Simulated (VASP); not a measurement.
# BN (P1) in VASP: notebook

Runs on BN. Level: r2SCAN. Tasks: single point.

Program: VASP 6.6.1. These are calculated values, not measurements. Logs are shortened: lines on timing, memory, paths and dates and some standing lists are left out, and cuts for length are marked.

### Step 1. The cell of the first run

The typed cell holds 24 atoms: a = 4.938 Å, b = 4.938 Å, c = 7.407 Å, α = 60.00°, β = 60.00°, γ = 60.00°.

### Step 2. Single point, r2SCAN

POSCAR reads:

```
BN
1.0
    0.0000000000      3.4916518699      3.4916518699
    3.4916518699      0.0000000000      3.4916518699
    5.2374778049      5.2374778049      0.0000000000
B N
12 12
Direct
   -0.0066306725     -0.0128775725     -0.0045071313
   -0.0102329789      0.0274786845      0.3295341888
   -0.0013580964      0.0100330735      0.6676035928
   -0.0012887883      0.5033480042     -0.0034142388
   -0.0130727523      0.5194282155      0.3353542612
   -0.0033306585      0.5285783259      0.6487199806
    0.4815611815     -0.0129849715     -0.0033183912
    0.4957047737      0.0241637778      0.3209150592
    0.4856263062      0.0202674845      0.6700095219
    0.5017898592      0.4995920455      0.0036407792
    0.4799831319      0.5064917884      0.3337946365
    0.5178262517      0.4957707883      0.6627480114
    0.2367685929      0.2591453941      0.1691019099
    0.2656249920      0.2319847540      0.4970392424
    0.2585681602      0.2305994498      0.8478229723
    0.2731225894      0.7218150875      0.1716024456
    0.2511460285      0.7356155756      0.5041563131
    0.2431019849      0.7588925239      0.8310168868
    0.7556628204      0.2394403942      0.1712939956
    0.7468949074      0.2472471576      0.5024454705
    0.7581281292      0.2583045314      0.8303931133
    0.7602884248      0.7492306213      0.1692338437
    0.7624557371      0.7243050265      0.5023946827
    0.7449022975      0.7590743862      0.8335358473
```

INCAR.step1 reads:

```
ALGO     = Normal         # electronic algorithm
EDIFF    = 1E-4           # SCF threshold, eV
ENCUT    = 520            # plane-wave cutoff, eV
GGA      = PE             # functional
ISMEAR   = -1             # smearing method
LASPH    = True           # aspherical terms in the spheres
LCHARG   = False          # write CHGCAR
LREAL    = Auto         
LWAVE    = True           # write WAVECAR
NBANDS   = 66             # bands
NELM     = 100            # most SCF steps
PREC     = Accurate       # precision mode
SIGMA    = 0.02           # smearing width, eV
```

INCAR.step2 reads:

```
ALGO     = Normal         # electronic algorithm
EDIFF    = 1E-6           # SCF threshold, eV
ENCUT    = 520            # plane-wave cutoff, eV
ISIF     = 2              # what is computed and relaxed
ISMEAR   = -1             # smearing method
ISTART   = 1            
LASPH    = True           # aspherical terms in the spheres
LCHARG   = False          # write CHGCAR
LMIXTAU  = True         
LREAL    = Auto         
LWAVE    = False          # write WAVECAR
METAGGA  = R2SCAN         # meta-GGA
NBANDS   = 66             # bands
NELM     = 100            # most SCF steps
PREC     = Accurate       # precision mode
SIGMA    = 0.02           # smearing width, eV
```

KPOINTS reads:

```
k-points
0
Gamma
  4 4 2
```

Potentials or basis: VASP PAW PBE potentials, release 64 (B, N).

Launch:

```bash
> cat potpaw_PBE.64/B/POTCAR potpaw_PBE.64/N/POTCAR > POTCAR
> cp INCAR.step1 INCAR
> mpirun -np 1 vasp_std > vasp.out
> cp INCAR.step2 INCAR
> mpirun -np 1 vasp_std > vasp.out
```

OUTCAR:

```text
EDIFF = 1E-6
   ENCUT = 520
   ISIF = 2
   ISMEAR = -1
   ISTART = 1
   LASPH = True
   LREAL = Auto
   METAGGA = R2SCAN
   NELM = 100
   PREC = Accurate

 ion  position               nearest neighbor table
   1  0.993  0.987  0.995-  22 1.65  18 1.66  21 1.69  15 1.78  19 1.80  16 1.90
   2  0.990  0.027  0.330-  19 1.65  13 1.67  20 1.68  17 1.83  23 1.86  16 1.90
   3  0.999  0.010  0.668-  18 1.71  14 1.71  21 1.72  20 1.75  24 1.76  17 1.82
   4  0.999  0.503  0.997-  13 1.74  15 1.74  24 1.74  18 1.75  22 1.76  19 1.77
   5  0.987  0.519  0.335-  23 1.59  22 1.66  16 1.72  13 1.78  20 1.79  14 1.83
   6  0.997  0.529  0.649-  23 1.59  17 1.62  24 1.78  21 1.78  14 1.84  15 1.96
[... 16 lines left out ...]
  23  0.762  0.724  0.502-   6 1.59   5 1.59  12 1.65   2 1.86   8 1.89   9 1.91
  24  0.745  0.759  0.834-   7 1.66   4 1.74  10 1.76   3 1.76   9 1.76   6 1.78

  LATTYP: Found a face centered orthorhombic cell.
 ALAT       =     4.9379414295
 B/A-ratio  =     1.7320508076
 C/A-ratio  =     2.4494897428

  Lattice vectors:

 A1 = (   5.2374778049,   5.2374778049,   0.0000000000)
 A2 = (   1.7458259350,   5.2374778049,  -3.4916518699)
 A3 = (   0.0000000000,   3.4916518699,   3.4916518699)

Analysis of symmetry for initial positions (statically):
=====================================================================
 Subroutine PRICEL returns:
 Original cell was already a primitive cell.

 Routine SETGRP: Setting up the symmetry group for a
 face centered orthorhombic supercell.

 Subroutine GETGRP returns: Found  1 space group operations
 (whereof  1 operations were pure point group operations)
 out of a pool of  8 trial point group operations.

The static configuration has the point symmetry C_1 .

Analysis of symmetry for dynamics (positions and initial velocities):
=====================================================================
 Subroutine PRICEL returns:
 Original cell was already a primitive cell.

 Routine SETGRP: Setting up the symmetry group for a
 face centered orthorhombic supercell.

 Subroutine GETGRP returns: Found  1 space group operations
 (whereof  1 operations were pure point group operations)
 out of a pool of  8 trial point group operations.

The dynamic configuration has the point symmetry C_1 .

 Subroutine INISYM returns: Found  1 space group operations
 (whereof  1 operations are pure point group operations),
 and found     1 'primitive' translations

----------------------------------------------------------------------------------------

                                     Primitive cell

  volume of cell :     127.7068

  direct lattice vectors                    reciprocal lattice vectors
     0.000000000  3.491651870  3.491651870    -0.143198698  0.143198698  0.143198698
     3.491651870  0.000000000  3.491651870     0.143198698 -0.143198698  0.143198698
     5.237477805  5.237477805  0.000000000     0.095465798  0.095465798 -0.095465798

  length of vectors
     4.937941429  4.937941429  7.406912144     0.248027420  0.248027420  0.165351613

  position of ions in fractional coordinates (direct lattice)
     0.993369327  0.987122427  0.995492869
     0.989767021  0.027478684  0.329534189
     0.998641904  0.010033073  0.667603593
     0.998711212  0.503348004  0.996585761
     0.986927248  0.519428215  0.335354261
     0.996669342  0.528578326  0.648719981
[... 16 lines left out ...]
     0.762455737  0.724305026  0.502394683
     0.744902297  0.759074386  0.833535847

  ion indices of the primitive-cell ions
   primitive index   ion index
                 1           1
                 2           2
                 3           3
                 4           4
                 5           5
                 6           6
[... 16 lines left out ...]
                23          23
                24          24

----------------------------------------------------------------------------------------
[... 25 lines left out ...]
|           W WW W  AAAAAA  RRRRR   N  N N  II  N  N N  G  GGG   !            |
|           WW  WW  A    A  R   R   N   NN  II  N   NN  G    G                |
|           W    W  A    A  R    R  N    N  II  N    N   GGGG   !!!           |
|                                                                             |
|     Your reciprocal lattice and k-lattice belong to different lattice       |
|     classes:                                                                |
|                                                                             |
|        The reciprocal lattice is body-centered orthorhombic,                |
|        whereas your k-lattice is base-centered monoclinic.                  |
|                                                                             |
|     Results are often still useful ...                                      |
|                                                                             |
 -----------------------------------------------------------------------------

 WARNING: IBZKPT: internal override: KBLOWUP is changed to .FALSE.
      ... skipping the blow-up phase ...

 Subroutine IBZKPT returns following result:
 ===========================================

 Found     20 irreducible k-points:

 Following reciprocal coordinates:
            Coordinates               Weight
  0.000000  0.000000  0.000000      1.000000
  0.250000  0.000000  0.000000      2.000000
  0.500000  0.000000  0.000000      1.000000
  0.000000  0.250000  0.000000      2.000000
  0.250000  0.250000  0.000000      2.000000
  0.500000  0.250000  0.000000      2.000000
[... 12 lines left out ...]
  0.250000  0.500000  0.500000      2.000000
  0.500000  0.500000  0.500000      1.000000
   k-points           NKPTS =     20   k-points in BZ     NKDIM =     20   number of bands    NBANDS=     66
   number of dos      NEDOS =    301   number of ions     NIONS =     24
   total plane-waves  NPLWV =  89600
   dimension x,y,z NGX =    40 NGY =   40 NGZ =   56
   dimension x,y,z NGXF=    80 NGYF=   80 NGZF=  112
   ions per type =              12  12
   NGX,Y,Z   is equivalent  to a cutoff of  13.47, 13.47, 12.57 a.u.
   NGXF,Y,Z  is equivalent  to a cutoff of  26.93, 26.93, 25.14 a.u.
 SYSTEM =  unknown system
   PREC   = accura    normal or accurate (medium, high low for compatibility)
   ISTART =      1    job   : 0-new  1-cont  2-samecut
   ICHARG =      0    charge: 1-file 2-atom 10-const
   ISPIN  =      1    spin polarized calculation?
   LNONCOLLINEAR =      F non collinear calculations
   LSORBIT =      F    spin-orbit coupling
   LASPH  =      T    aspherical Exc in radial PAW
   ENCUT  =  520.0 eV  38.22 Ry    6.18 a.u.   9.18  9.18 13.77*2*pi/ulx,y,z
   NELM   =    100;   NELMIN=  2; NELMDL=  0     # of ELM steps
   EDIFF  = 0.1E-05   stopping-criterion for ELM
   LREAL  =      T    real-space projection
   EDIFFG = 0.1E-04   stopping-criterion for IOM
   NSW    =      0    number of steps for IOM
   IBRION =     -1    ionic relax: 0-MD 1-quasi-New 2-CG
   NFREE  =      0    steps in history (QN), initial steepest desc. (CG)
   ISIF   =      2    stress and relaxation
   ISYM   =      2    0-nonsym 1-usesym 2-fastsym
   POTIM  = 0.5000    time-step for ionic-motion
   TEBEG  =    0.0;   TEEND  =   0.0 temperature during run
   PSTRESS=    0.0 pullay stress
   NELECT =      96.0000    total number of electrons
   NUPDOWN=      -1.0000    fix difference up-down
   EMIN   =  10.00;   EMAX   =-10.00  energy-range for DOS
   EFERMI =   0.00;   METHOD = LEGACY
   ISMEAR =    -1;   SIGMA  =   0.02  broadening in eV -4-tet -1-fermi 0-gaus
   EFERMI_NEDOS =   21; number of points for ismear=-14 and -15
   IALGO  =     38    algorithm
   IMIX   =      4    mixing-type and parameters
     AMIX     =   0.40;   BMIX     =  1.00
     AMIX_MAG =   1.60;   BMIX_MAG =  1.00
  volume/ion in A,a.u.               =       5.32        35.91
  Fermi-wavevector in a.u.,A,eV,Ry     =   1.488540  2.812933 30.147133  2.215752
  Thomas-Fermi vector in A             =   2.601562
   LORBIT       =      0    0 simple, 1 ext, 2 COOP (PROOUT), +10 PAW based schemes
   METAGGA = R2SCAN    functional components
   LHFCALC =     F    Hartree Fock is set to
   AEXX    =    0.0000 exact exchange contribution
   IVDW    =     0    specifies the selected vdW correction
   LEPSILON=     F    determine dielectric tensor
   LRPA    =     F    only Hartree local field effects (RPA)
 non-spin polarized calculation
  energy-cutoff  :      520.00
  volume of cell :      127.71
 maximum number of plane-waves:      3450
 NGX is ok and might be reduce to    40
   NGX = 19   NGY = 19   NGZ = 27

 number of electron      96.0000001 magnetization

 Free energy of the ion-electron system (eV)
  ---------------------------------------------------
  ext. energy  EPLUGINS =         0.00000000
  ---------------------------------------------------
  free energy    TOTEN  =      -185.76895847 eV

  energy without entropy =     -185.76895847  energy(sigma->0) =     -185.76895847

 E-fermi :  10.7033     XC(G=0): -14.6729

 val. band max:       10.2549753140   @ k =   0.2500   0.0000   0.5000
 cond. band min:      11.7080026579   @ k =   0.0000   0.0000   0.5000
 fundamental gap:      1.4530273438
 Fermi energy:        10.7032732601

 k-point     1 :       0.0000    0.0000    0.0000
  band No.  band energies     occupation
      1     -13.4108      2.00000
      2     -10.3463      2.00000
      3     -10.3117      2.00000
      4      -8.1198      2.00000
      5      -8.0871      2.00000
      6      -7.8921      2.00000
[... 1249 lines left out ...]
     59      17.9528      0.00000
     60      18.0514      0.00000
 [bands above 60 left out]

------------------------ aborting loop because EDIFF is reached ----------------------------------------

  FORCE on cell =-STRESS in cart. coord.  units (eV):
  Direction    XX          YY          ZZ          XY          YZ          ZX
  --------------------------------------------------------------------------------------
  -------------------------------------------------------------------------------------
  Total        4.2948832      8.1199168      3.4131717     -2.3951967     -0.9956686      1.7286809
  in kB       53.8825172    101.8704201     42.8207876    -30.0495309    -12.4914066     21.6875928
  external PRESSURE =      66.1912417 kB  Pullay stress =       0.0000000 kB

 VOLUME and BASIS-vectors are now :
 -----------------------------------------------------------------------------
  energy-cutoff  :      520.00
  volume of cell :      127.71
      direct lattice vectors                 reciprocal lattice vectors
     0.000000000  3.491651870  3.491651870    -0.143198698  0.143198698  0.143198698
     3.491651870  0.000000000  3.491651870     0.143198698 -0.143198698  0.143198698
     5.237477805  5.237477805  0.000000000     0.095465798  0.095465798 -0.095465798

 POSITION                                       TOTAL-FORCE (eV/Angst)
 -----------------------------------------------------------------------------------
      8.66056      8.68237      6.91519         0.051106     -1.580260      0.020390
      1.82187      5.18185      3.55187         1.149526     -0.612777      0.692320
      3.53159      6.98347      3.52194         0.104908      0.187286      0.200136
      6.97711      8.70675      5.24467        -0.490649     -0.014712      0.299464
      3.57007      5.20242      5.25967         0.034677     -1.443252      0.226094
      5.24327      6.87768      5.32563         0.900333     -1.291579     -0.427453
[... 16 lines left out ...]
      5.16030      5.29351      5.19125        -0.630116      1.024142      0.097075
      7.01605      6.96656      5.25136         0.046653      0.972325     -0.291897
 -----------------------------------------------------------------------------------
    total drift:                               -0.001455      0.001482      0.002850

  FREE ENERGIE OF THE ION-ELECTRON SYSTEM (eV)
  ---------------------------------------------------
  free  energy   TOTEN  =      -185.7689584706 eV

  energy  without entropy=     -185.7689584706  energy(sigma->0) =     -185.76895847
```

Run time: 35 min. Hardware: 1 thread of Intel Xeon 8259CL, shared host; peak memory 0.36 GiB.

Results:

- Free energy: -185.7690 eV
- Pressure: 6.6 GPa
- Largest force: 1.707 eV/Å
- Band gap on the k mesh: 1.45 eV

Forces in eV/Å, atoms in the order of the input:
```
B    0.051 -1.580  0.020
B    1.150 -0.613  0.692
B    0.105  0.187  0.200
B   -0.491 -0.015  0.299
B    0.035 -1.443  0.226
B    0.900 -1.292 -0.427
B   -0.168 -0.689 -0.433
B    0.266 -0.566  0.533
B    0.712 -0.658  0.120
B   -0.326 -0.430  0.059
B    0.616 -0.110 -0.039
B    0.254 -0.453  0.640
N   -0.624  1.396 -0.675
N   -0.464  1.235 -0.426
N   -0.163  0.317  0.099
N   -0.423  0.454  0.945
N   -0.715 -0.010 -1.388
N    0.370  0.360 -0.378
N   -0.285  0.671 -0.292
N   -0.858  1.015 -1.072
N    0.228  0.249  0.697
N    0.413 -0.023  0.792
N   -0.630  1.024  0.097
N    0.047  0.972 -0.292
```

Stress tensor (GPa, compression positive):
```
 5.39 -3.00  2.17
-3.00 10.19 -1.25
 2.17 -1.25  4.28
```

Levels at points of the mesh, in eV from the valence-band top:
```csv
k point,band 44,band 45,band 46,band 47,band 48,band 49,band 50,band 51,band 52,band 53
"(0.00, 0.00, 0.00)",-0.80,-0.72,-0.71,-0.58,-0.38,1.52,2.88,2.93,3.07,3.25
"(0.50, 0.00, 0.00)",-1.90,-1.12,-0.96,-0.82,-0.70,3.43,3.60,4.00,4.15,5.26
"(0.00, 0.50, 0.00)",-1.82,-1.11,-0.95,-0.86,-0.77,3.48,3.75,3.96,4.03,5.28
"(0.50, 0.50, 0.00)",-2.47,-1.40,-1.17,-0.33,-0.08,4.01,4.12,4.36,4.42,4.61
"(0.00, 0.00, 0.50)",-0.85,-0.80,-0.68,-0.58,-0.44,1.45,1.51,2.95,3.04,4.79
"(0.50, 0.00, 0.50)",-2.14,-2.08,-1.84,-0.32,-0.26,3.79,3.91,4.01,4.10,5.42
"(0.00, 0.50, 0.50)",-2.22,-2.01,-1.64,-0.49,-0.29,3.89,4.00,4.06,4.22,5.54
"(0.50, 0.50, 0.50)",-1.82,-1.36,-1.18,-0.79,-0.72,3.48,3.63,4.51,4.73,5.01
```

Caveat: the k points lie up to 0.52 Å⁻¹ apart; the atoms stand as in a frame of molecular dynamics; the PAW data sets were made with another functional, which shifts forces and pressure a little.

### Step 3. Single point, r2SCAN

POSCAR reads:

```
BN
1.0
    0.0000000000      3.4916518699      3.4916518699
    3.4916518699      0.0000000000      3.4916518699
    5.2374778049      5.2374778049      0.0000000000
B N
12 12
Direct
   -0.0484601576      0.0096573202     -0.0269326201
   -0.0438677754      0.1062147699      0.3237732098
    0.0023279812      0.0298121072      0.6639639593
    0.0116210039      0.5062476346     -0.0237810077
   -0.0439585634      0.5822831358      0.3089372519
   -0.0549746960      0.5872697441      0.6436455916
    0.4488346944     -0.0415314886     -0.0035911369
    0.4876942386      0.0794576637      0.2966707560
    0.4466017971      0.0809851642      0.6663484085
    0.5010038415      0.5117079441     -0.0061153481
    0.4370018996      0.5265984607      0.3463969811
    0.5299200977      0.5218743357      0.6432887404
    0.2441477649      0.2275244009      0.1878868105
    0.3053199574      0.1731126190      0.5065378984
    0.2698146995      0.2152239192      0.8576582407
    0.3216030812      0.6907724739      0.1651474302
    0.2486659702      0.6811538173      0.5176934588
    0.2323686697      0.7542156544      0.8429073429
    0.7759449112      0.2094479998      0.1819712723
    0.7564673107      0.1958856511      0.5223077981
    0.7778195253      0.2793989883      0.8250429235
    0.7743319210      0.7656368961      0.1700676419
    0.7896878334      0.6777688865      0.5032145430
    0.7556188584      0.7435346068      0.8487531911
```

INCAR.step1 reads:

```
SYSTEM = BN
PREC = Accurate ; ENCUT = 520
ISMEAR = -1 ; SIGMA = 0.02
LREAL = Auto ; LASPH = .TRUE.
NELM = 100 ; NBANDS = 66
GGA = PE ; ALGO = Normal
EDIFF = 1E-4 ; LWAVE = .TRUE.
LCHARG = .FALSE.
```

INCAR.step2 reads:

```
SYSTEM = BN
PREC = Accurate ; ENCUT = 520
EDIFF = 1E-6 ; ISMEAR = -1
SIGMA = 0.02 ; LREAL = Auto
LASPH = .TRUE. ; NELM = 100
ALGO = Normal ; ISIF = 2
LWAVE = .FALSE. ; LCHARG = .TRUE.
METAGGA = R2SCAN ; LMIXTAU = .TRUE.
LELF = .TRUE. ; LVHAR = .TRUE.
NBANDS = 66 ; ISTART = 1
```

KPOINTS reads:

```
Automatic mesh
0
G
  4 4 2
  0 0 0
```

Potentials or basis: VASP PAW PBE potentials, release 64 (B, N).

Launch:

```bash
> cat potpaw_PBE.64/B/POTCAR potpaw_PBE.64/N/POTCAR > POTCAR
> cp INCAR.step1 INCAR
> mpirun -np 1 vasp_std > vasp.out
> cp INCAR.step2 INCAR
> mpirun -np 1 vasp_std > vasp.out
```

Wall time 38 min (1 thread of Intel Xeon 8259CL, shared host); peak memory 0.36 GiB.

Results (log left out):

```yaml
Free_energy: -190.5219 eV
Pressure: 47.6 GPa
Largest_force: 3.928 eV/Å
Band_gap_on_the_k_mesh: 1.35 eV (least direct gap 1.61 eV)
```

Forces on the atoms (eV/Å):
```
B    0.663  1.718 -0.213
B    0.283 -0.614  0.604
B   -0.020 -1.565  1.159
B   -1.355 -1.166  0.295
B    0.185  2.239  3.221
B    1.993  2.366 -0.455
B   -0.200  1.135 -0.216
B    0.108  1.611  0.387
B    0.167 -0.196  2.216
B   -0.096 -1.672  1.007
B    0.397  0.061 -1.146
B   -0.323 -2.079 -1.158
N    0.518 -0.292  0.149
N   -0.887 -1.014 -0.972
N    0.281 -0.840  0.332
N   -0.329 -1.262 -2.778
N    0.246  2.362  0.336
N   -0.955  1.645 -1.381
N   -0.153  0.318  1.266
N    0.962  1.782 -1.157
N    0.375 -0.818  0.427
N    0.095 -2.901 -0.736
N   -1.116 -2.130 -0.885
N   -0.839  1.313 -0.301
```

Stress tensor (GPa, compression positive):
```
 27.93 -12.89  12.40
-12.89  78.12 -12.47
 12.40 -12.47  36.69
```

Levels at points of the mesh, in eV from the valence-band top:
| k point | band 46 | band 47 | band 48 | band 49 | band 50 | band 51 |
| --- | --- | --- | --- | --- | --- | --- |
| (0.00, 0.00, 0.00) | -0.97 | -0.60 | 0.00 | 2.17 | 2.70 | 2.78 |
| (0.50, 0.00, 0.00) | -1.14 | -0.92 | -0.75 | 3.21 | 3.43 | 3.76 |
| (0.00, 0.50, 0.00) | -1.38 | -1.30 | -0.86 | 3.26 | 3.50 | 3.76 |
| (0.50, 0.50, 0.00) | -1.61 | -0.97 | -0.51 | 3.25 | 3.41 | 3.56 |
| (0.00, 0.00, 0.50) | -0.83 | -0.72 | -0.25 | 1.35 | 1.56 | 2.93 |
| (0.50, 0.00, 0.50) | -1.73 | -0.82 | -0.52 | 2.98 | 3.30 | 3.56 |
| (0.00, 0.50, 0.50) | -1.58 | -1.15 | -0.88 | 3.11 | 3.63 | 3.94 |
| (0.50, 0.50, 0.50) | -1.23 | -1.06 | -0.77 | 3.28 | 3.47 | 3.75 |

Caveat: the k points lie up to 0.52 Å⁻¹ apart; the atoms stand as in a frame of molecular dynamics; the PAW data sets were made with another functional, which shifts forces and pressure a little.

[end of part 1 of 2]
